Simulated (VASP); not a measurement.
**Al3Cu: single point with r2SCAN**

Al3Cu:

```
Al Cu
1.0
     2.69057    0.00000    0.00000
     0.00000    2.69057    0.00000
     0.00000    0.00000    7.36411
Al Cu
3 1
Direct
  0.00000 0.00000 0.50000
  0.50000 0.50000 0.22264
  0.50000 0.50000 0.77736
  0.00000 0.00000 0.00000
```

This cell differs from its parent crystal: strain -0.030 along x and y, -0.030 along z.

```
Program                : VASP 6.6.1
Task                   : single point
Functional             : r2SCAN
Potentials or basis    : VASP PAW PBE potentials, release 64 (Al, Cu)
Cutoff                 : 520 eV
k mesh                 : 18 × 18 × 6
Occupations            : gaussian, width 0.15 eV
Spin                   : no spin polarisation
Dipole correction      : no
Further INCAR settings : ALGO = Normal; EDIFF = 1e-06; NBANDS = 18
```

| Quantity | Value |
| --- | --- |
| Pressure | 11.9 GPa |
| Largest force | 0.284 eV/Å |
| Band gap on the k mesh | zero (bands 10 and 11 overlap by 6.63 eV) |

Forces in eV/Å, atoms in the order of the input:
```
Al   0.000  0.000  0.000
Al   0.000  0.000  0.284
Al   0.000  0.000 -0.284
Cu   0.000  0.000  0.000
```

Stress tensor (GPa, compression positive):
```
12.16  0.00  0.00
 0.00 12.16  0.00
 0.00  0.00 11.43
```

Levels at points of the mesh, in eV from the Fermi level:
| k point | band 8 | band 9 | band 10 | band 11 | band 12 | band 13 |
| --- | --- | --- | --- | --- | --- | --- |
| (0.00, 0.00, 0.00) | -3.67 | -2.13 | 0.63 | 6.78 | 7.70 | 7.70 |
| (0.50, 0.00, 0.00) | -4.09 | -4.00 | -2.53 | -2.00 | 2.83 | 4.41 |
| (0.50, 0.50, 0.00) | -0.54 | -0.28 | 0.04 | 0.04 | 0.47 | 0.50 |
| (0.00, 0.00, 0.50) | -4.04 | -3.67 | 4.52 | 6.16 | 6.75 | 8.35 |
| (0.50, 0.00, 0.50) | -4.00 | -2.98 | -1.22 | -1.06 | 0.06 | 1.20 |
| (0.50, 0.50, 0.50) | -1.91 | -1.91 | -0.57 | -0.55 | 0.57 | 2.43 |

Wall time 4.2 min on 1 thread of Intel(R) Xeon(R) 6975P-C (Granite Rapids) (shared host), peak memory 0.31 GiB.

Caveat: the cell differs from its parent crystal (strain -0.030 along x and y, -0.030 along z); the cell stands under pressure; the PAW data sets were made with another functional, which shifts forces and pressure a little.
